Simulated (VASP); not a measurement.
# MoS2 (P1) in VASP: a series of runs

The runs below take MoS2 through single point, with PBEsol.

Everything below comes from runs of VASP 6.6.1. Logs are shortened: lines on timing, memory, paths and dates and some standing lists are left out, and cuts for length are marked.

## 1. The cell of the first run

The typed cell holds 6 atoms: a = 3.227 Å, b = 6.455 Å, c = 6.312 Å, α = 90.00°, β = 90.00°, γ = 120.00°.

## 2. Single point, PBEsol

INCAR reads:

```
SYSTEM = MoS2
  PREC = Accurate
  ENCUT = 400
  EDIFF = 1E-6
  ISMEAR = -1
  SIGMA = 0.1
  LREAL = .False.
  LASPH = .True.
  NELM = 120
  ALGO = Normal
  ISIF = 2
  LWAVE = .False.
  LCHARG = .True.
  GGA = PS
  LELF = .True.
  LVHAR = .True.
  NBANDS = 35
  GGA_COMPAT = .False.
```

KPOINTS reads:

```
regular mesh
0
Gamma
  3 3 1
  0 0 0
```

POSCAR reads:

```
MoS2
1.0
    3.2274645600      0.0000000000      0.0000000000
   -3.2274645600      5.5901326000      0.0000000000
    0.0000000000      0.0000000000      6.3124734200
Mo S
2 4
Direct
   -0.0035976345      0.0071479521      0.4962511193
   -0.0208617399      0.4898781829      0.4985112476
    0.3793661742      0.3357399787      0.2493466341
    0.6908093360      0.1799640674      0.7754652850
    0.3117628912      0.8040762754      0.2514396330
    0.6771082926      0.6596673574      0.7292596251
```

Potentials or basis: VASP PAW PBE potentials, release 64 (Mo_sv, S).

Run with:

```
> cat potpaw_PBE.64/Mo_sv/POTCAR potpaw_PBE.64/S/POTCAR > POTCAR
> mpirun -np 1 vasp_std > vasp.out
```

OUTCAR:

```text
SYSTEM = MoS2
   PREC = Accurate
   ENCUT = 400
   EDIFF = 1E-6
   ISMEAR = -1
   LREAL = .False.
   LASPH = .True.
   NELM = 120
   ISIF = 2
   GGA = PS

 ion  position               nearest neighbor table
   1  0.996  0.007  0.496-   3 2.42   6 2.44   5 2.47   4 2.53   5 2.54   4 2.62   2 3.14   2 3.14
                             2 3.31   2 3.31
   2  0.979  0.490  0.499-   3 2.30   6 2.31   5 2.35   6 2.43   4 2.46   3 2.53   1 3.14   1 3.14
                             1 3.31   1 3.31
   3  0.379  0.336  0.249-   2 2.30   1 2.42   2 2.53
   4  0.691  0.180  0.775-   2 2.46   1 2.53   1 2.62
   5  0.312  0.804  0.251-   2 2.35   1 2.47   1 2.54
   6  0.677  0.660  0.729-   2 2.31   2 2.43   1 2.44

  LATTYP: Found a simple orthorhombic cell.
 ALAT       =     3.2274645600
 B/A-ratio  =     1.7320508083
 C/A-ratio  =     1.9558614208

  Lattice vectors:

 A1 = (   3.2274645600,   0.0000000000,   0.0000000000)
 A2 = (   0.0000000000,   5.5901326000,   0.0000000000)
 A3 = (   0.0000000000,   0.0000000000,   6.3124734200)

Analysis of symmetry for initial positions (statically):
=====================================================================
 Subroutine PRICEL returns:
 Original cell was already a primitive cell.

 Routine SETGRP: Setting up the symmetry group for a
 simple orthorhombic supercell.

 Subroutine GETGRP returns: Found  1 space group operations
 (whereof  1 operations were pure point group operations)
 out of a pool of  8 trial point group operations.

The static configuration has the point symmetry C_1 .

Analysis of symmetry for dynamics (positions and initial velocities):
=====================================================================
 Subroutine PRICEL returns:
 Original cell was already a primitive cell.

 Routine SETGRP: Setting up the symmetry group for a
 simple orthorhombic supercell.

 Subroutine GETGRP returns: Found  1 space group operations
 (whereof  1 operations were pure point group operations)
 out of a pool of  8 trial point group operations.

The dynamic configuration has the point symmetry C_1 .

 Subroutine INISYM returns: Found  1 space group operations
 (whereof  1 operations are pure point group operations),
 and found     1 'primitive' translations

----------------------------------------------------------------------------------------

                                     Primitive cell

  volume of cell :     113.8894

  direct lattice vectors                    reciprocal lattice vectors
     3.227464560  0.000000000  0.000000000     0.309840738  0.178886633  0.000000000
    -3.227464560  5.590132600  0.000000000     0.000000000  0.178886633  0.000000000
     0.000000000  0.000000000  6.312473420     0.000000000  0.000000000  0.158416509

  length of vectors
     3.227464560  6.454929122  6.312473420     0.357773267  0.178886633  0.158416509

  position of ions in fractional coordinates (direct lattice)
     0.996402366  0.007147952  0.496251119
     0.979138260  0.489878183  0.498511248
     0.379366174  0.335739979  0.249346634
     0.690809336  0.179964067  0.775465285
     0.311762891  0.804076275  0.251439633
     0.677108293  0.659667357  0.729259625

  ion indices of the primitive-cell ions
   primitive index   ion index
                 1           1
                 2           2
                 3           3
                 4           4
                 5           5
                 6           6

----------------------------------------------------------------------------------------

 KPOINTS: regular mesh

Automatic generation of k-mesh.
 Grid dimensions read from file:
 generate k-points for:    3    3    1

 Generating k-lattice:

  Cartesian coordinates                     Fractional coordinates (reciprocal lattice)
     0.103280246  0.059628878  0.000000000     0.333333333 -0.000000000  0.000000000
     0.000000000  0.059628878  0.000000000     0.000000000  0.333333333  0.000000000
     0.000000000  0.000000000  0.158416509     0.000000000  0.000000000  1.000000000

  Length of vectors
     0.119257756  0.059628878  0.158416509

  Shift w.r.t. Gamma in fractional coordinates (k-lattice)
     0.000000000  0.000000000  0.000000000

 Subroutine IBZKPT returns following result:
 ===========================================

 Found      5 irreducible k-points:

 Following reciprocal coordinates:
            Coordinates               Weight
  0.000000  0.000000  0.000000      1.000000
  0.333333  0.000000  0.000000      2.000000
  0.333333  0.333333  0.000000      2.000000
  0.000000  0.333333  0.000000      2.000000
 -0.333333  0.333333  0.000000      2.000000
   k-points           NKPTS =      5   k-points in BZ     NKDIM =      5   number of bands    NBANDS=     35
   number of dos      NEDOS =    301   number of ions     NIONS =      6
   total plane-waves  NPLWV =  42336
   dimension x,y,z NGX =    24 NGY =   42 NGZ =   42
   dimension x,y,z NGXF=    48 NGYF=   84 NGZF=   84
   ions per type =               2   4
   NGX,Y,Z   is equivalent  to a cutoff of  12.36, 10.82, 11.06 a.u.
   NGXF,Y,Z  is equivalent  to a cutoff of  24.72, 21.63, 22.12 a.u.
 SYSTEM =  MoS2
   PREC   = accura    normal or accurate (medium, high low for compatibility)
   ISTART =      0    job   : 0-new  1-cont  2-samecut
   ICHARG =      2    charge: 1-file 2-atom 10-const
   ISPIN  =      1    spin polarized calculation?
   LNONCOLLINEAR =      F non collinear calculations
   LSORBIT =      F    spin-orbit coupling
   LASPH  =      T    aspherical Exc in radial PAW
   ENCUT  =  400.0 eV  29.40 Ry    5.42 a.u.   5.26 10.53 10.29*2*pi/ulx,y,z
   NELM   =    120;   NELMIN=  2; NELMDL= -5     # of ELM steps
   EDIFF  = 0.1E-05   stopping-criterion for ELM
   LREAL  =      F    real-space projection
   EDIFFG = 0.1E-04   stopping-criterion for IOM
   NSW    =      0    number of steps for IOM
   IBRION =     -1    ionic relax: 0-MD 1-quasi-New 2-CG
   NFREE  =      0    steps in history (QN), initial steepest desc. (CG)
   ISIF   =      2    stress and relaxation
   ISYM   =      2    0-nonsym 1-usesym 2-fastsym
   POTIM  = 0.5000    time-step for ionic-motion
   TEBEG  =    0.0;   TEEND  =   0.0 temperature during run
   PSTRESS=    0.0 pullay stress
   NELECT =      52.0000    total number of electrons
   NUPDOWN=      -1.0000    fix difference up-down
   EMIN   =  10.00;   EMAX   =-10.00  energy-range for DOS
   EFERMI =   0.00;   METHOD = LEGACY
   ISMEAR =    -1;   SIGMA  =   0.10  broadening in eV -4-tet -1-fermi 0-gaus
   EFERMI_NEDOS =   21; number of points for ismear=-14 and -15
   IALGO  =     38    algorithm
   IMIX   =      4    mixing-type and parameters
     AMIX     =   0.40;   BMIX     =  1.00
     AMIX_MAG =   1.60;   BMIX_MAG =  1.00
  volume/ion in A,a.u.               =      18.98       128.09
  Fermi-wavevector in a.u.,A,eV,Ry     =   1.260612  2.382212 21.621610  1.589144
  Thomas-Fermi vector in A             =   2.394113
   LORBIT       =      0    0 simple, 1 ext, 2 COOP (PROOUT), +10 PAW based schemes
   GGA     = PS    functional components
   LHFCALC =     F    Hartree Fock is set to
   AEXX    =    0.0000 exact exchange contribution
   IVDW    =     0    specifies the selected vdW correction
   LEPSILON=     F    determine dielectric tensor
   LRPA    =     F    only Hartree local field effects (RPA)
 non-spin polarized calculation
  energy-cutoff  :      400.00
  volume of cell :      113.89
 maximum number of plane-waves:      2089
 NGX is ok and might be reduce to    24
   NGX = 11   NGY = 21   NGZ = 21

 number of electron      52.0000002 magnetization

 Free energy of the ion-electron system (eV)
  ---------------------------------------------------
  ext. energy  EPLUGINS =         0.00000000
  ---------------------------------------------------
  free energy    TOTEN  =       -44.77425958 eV

  energy without entropy =      -44.68526561  energy(sigma->0) =      -44.72976259

 E-fermi :   6.7883     XC(G=0): -10.6673

 val. band max:        6.7626786613   @ k =   0.0000   0.3333   0.0000
 cond. band min:       6.8101377915   @ k =   0.0000   0.0000   0.0000
 fundamental gap:      0.0474591302
 Fermi energy:         6.7882543135

 k-point     1 :       0.0000    0.0000    0.0000
  band No.  band energies     occupation
      1     -54.8303      2.00000
      2     -54.7708      2.00000
      3     -29.1606      2.00000
      4     -28.9590      2.00000
      5     -28.8910      2.00000
      6     -28.8696      2.00000
[... 27 lines left out ...]
     34      10.5356      0.00000
     35      12.3872      0.00000

 k-point     2 :       0.3333    0.0000    0.0000
  band No.  band energies     occupation
      1     -54.8145      2.00000
      2     -54.7631      2.00000
      3     -29.1543      2.00000
      4     -29.1008      2.00000
      5     -28.9748      2.00000
      6     -28.8916      2.00000
[... 27 lines left out ...]
     34      10.6560      0.00000
     35      13.0745      0.00000

 k-point     3 :       0.3333    0.3333    0.0000
  band No.  band energies     occupation
      1     -54.8145      2.00000
      2     -54.7631      2.00000
      3     -29.1626      2.00000
      4     -29.0948      2.00000
      5     -28.9628      2.00000
      6     -28.9021      2.00000
[... 27 lines left out ...]
     34      10.7674      0.00000
     35      13.0799      0.00000

 k-point     4 :       0.0000    0.3333    0.0000
  band No.  band energies     occupation
      1     -54.8270      2.00000
      2     -54.7741      2.00000
      3     -29.0852      2.00000
      4     -28.9449      2.00000
      5     -28.9187      2.00000
      6     -28.8871      2.00000
[... 27 lines left out ...]
     34      10.6286      0.00000
     35      13.2772      0.00000

 k-point     5 :      -0.3333    0.3333    0.0000
  band No.  band energies     occupation
      1     -54.8154      2.00000
      2     -54.7622      2.00000
      3     -29.1189      2.00000
      4     -29.0708      2.00000
      5     -29.0364      2.00000
      6     -28.8959      2.00000
[... 27 lines left out ...]
     34      10.5457      0.00000
     35      12.4570      0.00000

------------------------ aborting loop because EDIFF is reached ----------------------------------------

  FORCE on cell =-STRESS in cart. coord.  units (eV):
  Direction    XX          YY          ZZ          XY          YZ          ZX
  --------------------------------------------------------------------------------------
  -------------------------------------------------------------------------------------
  Total       -4.7137490     -3.2027039     -3.5061834      0.2409643     -2.4981816      0.9369150
  in kB      -66.3122679    -45.0551263    -49.3244284      3.3898478    -35.1440196     13.1803701
  external PRESSURE =     -53.5639408 kB  Pullay stress =       0.0000000 kB

 VOLUME and BASIS-vectors are now :
 -----------------------------------------------------------------------------
  energy-cutoff  :      400.00
  volume of cell :      113.89
      direct lattice vectors                 reciprocal lattice vectors
     3.227464560  0.000000000  0.000000000     0.309840738  0.178886633  0.000000000
    -3.227464560  5.590132600  0.000000000     0.000000000  0.178886633  0.000000000
     0.000000000  0.000000000  6.312473420     0.000000000  0.000000000  0.158416509

 POSITION                                       TOTAL-FORCE (eV/Angst)
 -----------------------------------------------------------------------------------
      3.19278      0.03996      3.13257         0.179427      0.955065      0.814854
      1.57907      2.73848      3.14684         0.888538     -1.698658      0.383029
      0.14080      1.87683      1.57399        -0.921527     -0.690395     -0.205304
      1.64874      1.00602      4.89510        -0.010049     -0.922951     -1.942326
     -1.58892      4.49489      1.58721         0.089291      1.745134      0.258714
      0.05629      3.68763      4.60343        -0.225680      0.611805      0.691032
 -----------------------------------------------------------------------------------
    total drift:                               -0.000200      0.000087      0.000282

  FREE ENERGIE OF THE ION-ELECTRON SYSTEM (eV)
  ---------------------------------------------------
  free  energy   TOTEN  =       -44.7742595784 eV

  energy  without entropy=      -44.6852656095  energy(sigma->0) =      -44.72976259
```

Run time: 18 s. Hardware: 1 thread of Intel Xeon Platinum 8259CL at 2.50GHz (Skylake/Cascade Lake), shared host; peak memory 0.19 GiB.

What came out:

```
Free energy            : -44.7743 eV
Pressure               : -5.4 GPa
Largest force          : 2.150 eV/Å
Band gap on the k mesh : zero (bands 26 and 27 overlap by 0.22 eV)
```

Forces on the atoms (eV/Å):
```
Mo   0.179  0.955  0.815
Mo   0.889 -1.699  0.383
S   -0.922 -0.690 -0.205
S   -0.010 -0.923 -1.942
S    0.089  1.745  0.259
S   -0.226  0.612  0.691
```

Levels at points of the mesh, in eV from the Fermi level:
```
           k point  band 23  band 24  band 25  band 26  band 27  band 28  band 29  band 30
(0.00, 0.00, 0.00)    -1.37    -1.11    -1.00    -0.90     0.02     0.11     1.07     1.73
```

Caveat: the k points lie up to 1.00 Å⁻¹ apart, too coarse for converged energies, forces and pressures; the PAW data sets were made with another functional, which shifts forces and pressure a little.

## 3. Single point, PBEsol

INCAR reads:

```
  PREC = Accurate
  ENCUT = 400
  EDIFF = 1E-6
  ISMEAR = -1
  SIGMA = 0.1
  LREAL = False
  LASPH = True
  NELM = 120
  ALGO = Normal
  ISIF = 2
  LWAVE = False
  LCHARG = False
  GGA = PS
  NBANDS = 35
  GGA_COMPAT = False
```

KPOINTS reads:

```
Automatic mesh
0
Gamma
  3 3 1
```

POSCAR reads:

```
MoS2
1.0
    3.2274645600      0.0000000000      0.0000000000
   -3.2274645600      5.5901326000      0.0000000000
    0.0000000000      0.0000000000      6.3124734200
Mo S
2 4
Direct
    0.0230536084      0.0244212454      0.5008074949
   -0.0474265966      0.4552593260      0.4986761592
    0.3907707617      0.3235068163      0.2437588086
    0.7201308909      0.1768437479      0.7749431442
    0.3648286444      0.8164741924      0.2685117049
    0.7060323373      0.6460186651      0.7211190760
```

Potentials or basis: VASP PAW PBE potentials, release 64 (Mo_sv, S).

Run with:

```
> cat potpaw_PBE.64/Mo_sv/POTCAR potpaw_PBE.64/S/POTCAR > POTCAR
> mpirun -np 1 vasp_std > vasp.out
```

Wall time 18 s (1 thread of Intel Xeon Platinum 8259CL at 2.50GHz (Skylake/Cascade Lake), shared host); peak memory 0.19 GiB.

It converged, with:

```yaml
Free_energy: -45.1632 eV
Pressure: -2.0 GPa
Largest_force: 2.086 eV/Å
Band_gap_on_the_k_mesh: 0.17 eV (least direct gap 0.52 eV)
```

Forces in eV/Å, atoms in the order of the input:
```
Mo   0.964  0.401  1.383
Mo   1.903 -0.710 -0.475
S   -1.154 -0.170 -0.838
S   -0.266 -1.160 -1.054
S   -0.452  0.494  0.403
S   -0.995  1.144  0.581
```

Stress tensor (GPa, compression positive):
```
-5.11 -0.13  1.01
-0.13 -0.25 -1.22
 1.01 -1.22 -0.75
```

Levels at points of the mesh, in eV from the valence-band top:
```csv
k point,band 23,band 24,band 25,band 26,band 27,band 28,band 29,band 30
"(0.00, 0.00, 0.00)",-0.96,-0.78,-0.41,-0.27,0.65,0.86,2.02,2.26
```

Caveat: the k points lie up to 1.00 Å⁻¹ apart, too coarse for converged energies, forces and pressures; the PAW data sets were made with another functional, which shifts forces and pressure a little. A k mesh can miss the band edges.

The gap in the log of VASP goes by the Fermi energy; the results here count the filled bands.